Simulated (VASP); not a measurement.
A run of VASP 6.6.1:

File INCAR:

```
PREC     = Accurate       # precision mode
ENCUT    = 520            # plane-wave cutoff, eV
EDIFF    = 1E-6           # SCF threshold, eV
ISMEAR   = -1             # smearing method
SIGMA    = 0.05           # smearing width, eV
LREAL    = F              # projectors in reciprocal space
LASPH    = T              # aspherical terms in the spheres
NELM     = 60             # most SCF steps
ALGO     = Normal         # electronic algorithm
ISIF     = 2              # what is computed and relaxed
LWAVE    = F              # write WAVECAR
LCHARG   = F              # write CHGCAR
GGA      = PE             # functional
IVDW     = 12             # dispersion correction
NBANDS   = 21             # bands
```

File KPOINTS:

```
regular mesh
0
Gamma
  10 10 6
```

POSCAR

```
Ge
1.0
    1.4288250551     -2.4748020349      0.0000000000
    1.4288250551      2.4748020349      0.0000000000
    0.0000000000      0.0000000000      5.2354612868
Ge
2
Direct
    0.4999587057      0.5000412943      0.2500000000
    0.5000412943      0.4999587057      0.7500000000
```

Potentials or basis: VASP PAW PBE potentials, release 64 (Ge_d).

Launch:

```bash
$ cat potpaw_PBE.64/Ge_d/POTCAR > POTCAR
$ mpirun -np 1 vasp_std > vasp.out
```

Hardware: 1 thread of Intel(R) Xeon(R) 6975P-C (Granite Rapids) (shared host).

Question: Estimate the wall time of this run.

Answer: Run time: 23 s on 1 thread of Intel(R) Xeon(R) 6975P-C (Granite Rapids), on a shared host, peak memory 0.21 GiB. Counts: scf iterations 10, k points 124.
